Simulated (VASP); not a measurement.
Runs of VASP 6.6.1 on BaS. The structure is that of space group Fm-3m (No. 225), or close to it. The cells are those of the table. 

```csv
level,cell,k mesh,smearing,gap on the mesh (eV),pressure (GPa)
PBE,"a = 4.542, b = 4.542, c = 4.531 Å, angles 60.1, 60.1, 60.2°, 2 atoms",8 × 8 × 8,fermi-dirac 0.02 eV,2.13,0.6
PBE,"a = 4.558, b = 4.558, c = 4.588 Å, angles 59.8, 59.8, 60.4°, 2 atoms",4 × 4 × 4,gaussian 0.01 eV,2.12,0.0
PBE,"a = 4.558, b = 4.558, c = 4.588 Å, angles 59.8, 59.8, 60.4°, 2 atoms",8 × 8 × 8,fermi-dirac 0.02 eV,2.13,0.0
PBE,"a = 4.542 Å, angles 60.0°, 2 atoms",8 × 8 × 8,fermi-dirac 0.02 eV,2.13,0.6
r2SCAN,"a = 4.542, b = 4.542, c = 4.531 Å, angles 60.1, 60.1, 60.2°, 2 atoms",8 × 8 × 8,gaussian 0.01 eV,(a),0.6
```

Alike in all rows: task single point; potentials or basis VASP PAW PBE potentials, release 64 (Ba_sv, S); no spin polarisation; cutoff (eV) 520.

Task: Fill in the values left out.

Result: (a) 2.48.

Caveats: some runs use coarse meshes; spin-orbit coupling is left out, which moves the levels of the heavy elements; the PAW data sets were made with another functional, which shifts forces and pressure a little (at least some runs).

A k mesh can miss the band edges, and the runs leave out spin-orbit coupling on Ba.
